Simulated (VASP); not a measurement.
## Al: single point with PBEsol

The system is Al.

```xyz
4
Lattice="2.8765 0.0000 0.0000 -1.4382 2.4911 0.0000 0.0000 0.0000 9.3465" Properties=species:S:1:pos:R:3 pbc="T T T"
Al    0.0000    0.0000    0.0000
Al    0.0000    1.6607    2.3366
Al    0.0000    0.0000    4.6732
Al    1.4382    0.8304    7.0099
```

```
Program             : VASP 6.6.1
Task                : single point
Functional          : PBEsol
Potentials or basis : VASP PAW PBE potentials, release 64 (Al)
Cutoff              : 520 eV
k mesh              : 9 × 9 × 3
Occupations         : methfessel-paxton, width 0.15 eV
Spin                : no spin polarisation
```

| Quantity | Value |
| --- | --- |
| Pressure | -2.4 GPa |
| Band gap on the k mesh | zero (band 6 reaches 11.74 eV, above the bottom of band 7 at 6.45 eV) |

Stress tensor (GPa, compression positive):
```
-3.82  0.00  0.00
 0.00 -3.82  0.00
 0.00  0.00  0.33
```

Levels at points of the mesh, in eV from the Fermi level:
| k point | band 1 | band 2 | band 3 | band 4 | band 5 | band 6 | band 7 | band 8 | band 9 | band 10 |
| --- | --- | --- | --- | --- | --- | --- | --- | --- | --- | --- |
| (0.00, 0.00, 0.00) | -10.90 | -9.21 | -9.21 | -4.38 | -4.16 | 3.63 | 3.64 | 10.58 | 10.58 | 10.80 |

Wall time 29 s on 1 thread of AMD EPYC 7R13 (shared host), peak memory 0.15 GiB.

Caveat: the PAW data sets were made with another functional, which shifts forces and pressure a little.
